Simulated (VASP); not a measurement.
Here is a VASP 6.6.1 calculation.

Contents of POSCAR:

```
MgB2
1.0
    3.0642946782      0.0000000000      0.0000000000
   -1.5321473391      2.6537570360      0.0000000000
    0.0000000000      0.0000000000      3.4993549923
Mg B
1 2
Direct
    0.0000000000      0.0000000000      0.0000000000
    0.6666666667      0.3333333333      0.5000000000
    0.3333333333      0.6666666667      0.5000000000
```

Contents of INCAR.step1:

```
SYSTEM = MgB2
PREC = Accurate ; ENCUT = 520
ISMEAR = -1 ; SIGMA = 0.05
LREAL = .False. ; LASPH = .True.
NELM = 60 ; NBANDS = 11
GGA = PE ; ALGO = Normal
EDIFF = 1E-4 ; LWAVE = .True.
LCHARG = .False.
```

INCAR.step2

```
SYSTEM = MgB2
PREC = Accurate ; ENCUT = 520
EDIFF = 1E-6 ; ISMEAR = -1
SIGMA = 0.05 ; LREAL = .False.
LASPH = .True. ; NELM = 60
ALGO = Normal ; ISIF = 2
LWAVE = .False. ; LCHARG = .False.
METAGGA = R2SCAN ; LMIXTAU = .True.
NBANDS = 11 ; ISTART = 1
```

File KPOINTS:

```
Automatic mesh
0
Gamma
  10 10 8
  0 0 0
```

Potentials or basis: VASP PAW PBE potentials, release 64 (Mg, B).

Command:

```console
$ cat potpaw_PBE.64/Mg/POTCAR potpaw_PBE.64/B/POTCAR > POTCAR
$ cp INCAR.step1 INCAR
$ mpirun -np 1 vasp_std > vasp.out
$ cp INCAR.step2 INCAR
$ mpirun -np 1 vasp_std > vasp.out
```

Estimate the band gap on the k mesh.

zero (band 4 reaches 6.61 eV, above the bottom of band 5 at 4.02 eV).

Estimate the pressure.

0.6 GPa.

Stress tensor (GPa, compression positive):
```
 1.11  0.00  0.00
 0.00  1.11  0.00
 0.00  0.00 -0.32
```

Caveat: the PAW data sets were made with another functional, which shifts forces and pressure a little.
